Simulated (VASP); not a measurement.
Input of a VASP 6.6.1 run:

INCAR

```
SYSTEM = EuO
ALGO = Normal
EDIFF = 1E-6
ENCUT = 600
GGA = PE
GGA_COMPAT = .FALSE.
ISIF = 2
ISMEAR = 0
ISPIN = 2
LASPH = .TRUE.
LCHARG = .TRUE.
LDAU = .TRUE.
LDAUJ = 0 0
LDAUL = 3 -1
LDAUPRINT = 1
LDAUTYPE = 2
LDAUU = 6 0
LELF = .TRUE.
LMAXMIX = 6
LORBIT = 11
LREAL = .FALSE.
LVHAR = .TRUE.
LWAVE = .FALSE.
MAGMOM = 7 7 0 0
NBANDS = 35
NELM = 200
PREC = Accurate
SIGMA = 0.05
```

KPOINTS

```
k-points
0
G
  5 5 5
  0 0 0
```

The input POSCAR:

```
EuO
1.0
   -2.5882963236     -2.5882963236      5.1765926472
   -5.1765926472     -2.5882963236      2.5882963236
   -2.5882963236     -5.1765926472      2.5882963236
Eu O
2 2
Direct
    0.0000000000      0.0000000000      0.0000000000
    0.5000000000      0.5000000000      0.5000000000
    1.2500000000     -0.7500000000     -0.7500000000
    1.7500000000     -0.2500000000     -0.2500000000
```

Potentials or basis: VASP PAW PBE potentials, release 64 (Eu, O).

Launch:

```bash
$ cat potpaw_PBE.64/Eu/POTCAR potpaw_PBE.64/O/POTCAR > POTCAR
$ mpirun -np 1 vasp_std > vasp.out
```

**Question.** Predict the net moment.

**Answer.** 14.00 μB per cell.

**Question.** Estimate the band gap on the k mesh.

**Answer.** 0.33 eV.

Eigenvalues of the final occupation matrices:
| site | spin | trace | eigenvalues |
| --- | --- | --- | --- |
| site 1 f | 1 | 6.81 | 0.96 0.97 0.97 0.97 0.98 0.98 0.98 |
| site 1 f | 2 | 0.02 | 0.00 0.00 0.00 0.00 0.00 0.00 0.00 |
| site 2 f | 1 | 6.81 | 0.96 0.97 0.97 0.97 0.98 0.98 0.98 |
| site 2 f | 2 | 0.02 | 0.00 0.00 0.00 0.00 0.00 0.00 0.00 |

Caveat: semilocal functionals underestimate gaps, and a narrow one can read as zero; spin-orbit coupling is left out, which moves the levels of the heavy elements; an odd mesh through Γ misses points on the zone boundary, where band edges can lie.
